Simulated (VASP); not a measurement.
Write the native input for VASP 6.6.1 that does the following.

```
Task                   : single point
Functional             : PBE
Potentials or basis    : VASP PAW PBE potentials, release 64 (O, H, F)
Cutoff                 : 520 eV
k mesh                 : 1 × 1 × 1
Occupations            : fermi-dirac, width 0.02 eV
Spin                   : no spin polarisation
Dipole correction      : no
Further INCAR settings : LREAL = Auto; ALGO = Normal; EDIFF = 1e-06; NBANDS = 66
```

The structure of H21O10F lies in POSCAR:

```
H21O10F
1.0
    6.9382320000      0.0000000000      0.0000000000
    0.0000000000      6.9382320000      0.0000000000
    0.0000000000      0.0000000000      6.9382320000
O H F
10 21 1
Direct
   -0.0014557023      0.2733261154      0.0396786962
    0.5335509104      0.6967481053      0.5749159152
    0.3390200847      0.4451278078      0.1734015236
    0.9206379954     -0.0210428247      0.2691175504
    0.7228498557      1.0522853661      0.7150524802
    0.3329954951     -0.0533709452      0.3243477589
    0.1112819519      0.3939764482      0.6870049892
    0.2543010957      0.8595849778      0.9476045194
    0.6536247275      0.5013525059      0.8769092760
    0.4668912772      0.2270319009      0.5252058449
    0.1380034568      0.3067784415      0.0603756115
   -0.0785502704      0.3816245983      0.0880627803
    0.5559917858      0.5713991691      0.5155924449
    0.4606793200      0.7762352138      0.4752507555
    0.4186945608      0.4727861507      0.0632581903
    0.4362350524      0.4097297409      0.2655431528
    0.9311449949      0.0892158118      0.1728394208
    1.0559030024     -0.0252225639      0.3106122713
    0.7546446991      0.9550559854      0.6095212729
    0.8414679705      1.1194638634      0.7491966253
    0.4109692498      0.0586748901      0.3889895870
    0.3838730097     -0.0703781597      0.1937525295
    0.0336685196      0.3630463784      0.8026252221
    0.0693116056      0.5238798587      0.6482631310
    0.3130336374      0.8014577777      0.8281936955
    0.2105003119      0.7414424885      1.0269619119
    0.5947912955      0.6040155475      0.7909651911
    0.7626582680      0.5831456775      0.9171933138
    0.5697849250      0.2034812327      0.6279265381
    0.3532023720      0.2756754170      0.5931626386
    0.9245727154      0.7920029195      0.1759237800
    0.9363624624      0.6484360857      0.1384358436
```

One way to write it, as run:

INCAR

```
SYSTEM = H21O10F
PREC = Accurate
ENCUT = 520
EDIFF = 1E-6
ISMEAR = -1
SIGMA = 0.02
LREAL = Auto
LASPH = .True.
NELM = 60
ALGO = Normal
ISIF = 2
LWAVE = .False.
LCHARG = .False.
GGA = PE
NBANDS = 66
```

KPOINTS

```
regular mesh
0
Gamma
  1 1 1
  0 0 0
```

Potentials or basis: VASP PAW PBE potentials, release 64 (O, H, F).

Command:

```console
$ cat potpaw_PBE.64/O/POTCAR potpaw_PBE.64/H/POTCAR potpaw_PBE.64/F/POTCAR > POTCAR
$ mpirun -np 1 vasp_gam > vasp.out
```

It gave:

```
Pressure               : -1.0 GPa
Largest force          : 2.284 eV/Å
Band gap on the k mesh : 4.72 eV
```

Caveat: the k points lie up to 0.91 Å⁻¹ apart.

It took 26 s on 1 thread of Intel(R) Xeon(R) 6975P-C (Granite Rapids) (shared host), peak memory 0.37 GiB.
